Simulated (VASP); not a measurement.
BaF2: single point with HSE06

BaF2:

```
Ba F
1.0
     0.00000    3.11265    3.08299
     3.11265    0.00000    3.08299
     3.11265    3.11265    0.00000
Ba F
1 2
Direct
  0.00000 0.00000 0.00000
  0.25000 0.25000 0.25000
  0.75000 0.75000 0.75000
```

This cell differs from its parent crystal: epitaxial xy strain +0.5%.

| Item | Value |
| --- | --- |
| Program | VASP 6.6.1 |
| Task | single point |
| Functional | HSE06 |
| Potentials or basis | VASP PAW PBE potentials, release 64 (Ba_sv, F) |
| Cutoff | 520 eV |
| k mesh | 6 × 6 × 6 |
| Occupations | gaussian, width 0.01 eV |
| Spin | no spin polarisation |

| Quantity | Value |
| --- | --- |
| Pressure | 1.0 GPa |
| Band gap on the k mesh | 8.68 eV (least direct gap 8.75 eV) |

Stress tensor (GPa, compression positive):
```
0.89 0.00 0.00
0.00 0.89 0.00
0.00 0.00 1.37
```

Levels at points of the mesh, in eV from the valence-band top:
```csv
k point,band 10,band 11,band 12,band 13,band 14,band 15
"(0.00, 0.00, 0.00)",-0.09,-0.09,-0.07,8.68,11.24,11.34
"(0.50, 0.00, 0.00)",-0.35,-0.17,-0.15,11.21,11.26,11.28
"(0.50, 0.50, 0.00)",-0.29,-0.29,-0.14,9.17,11.17,12.85
"(0.50, 0.00, 0.50)",-0.32,-0.30,-0.17,9.16,11.09,12.85
```

Run time: 80 min on 4 MPI ranks on AMD EPYC 7R43 64-Core Processor (Zen 3), on a shared host, peak memory 0.32 GiB a rank.

Caveat: the cell differs from its parent crystal (epitaxial xy strain +0.5%); the PAW data sets were made with another functional, which shifts forces and pressure a little; spin-orbit coupling is left out, which moves the levels of the heavy elements. A k mesh can miss the band edges.
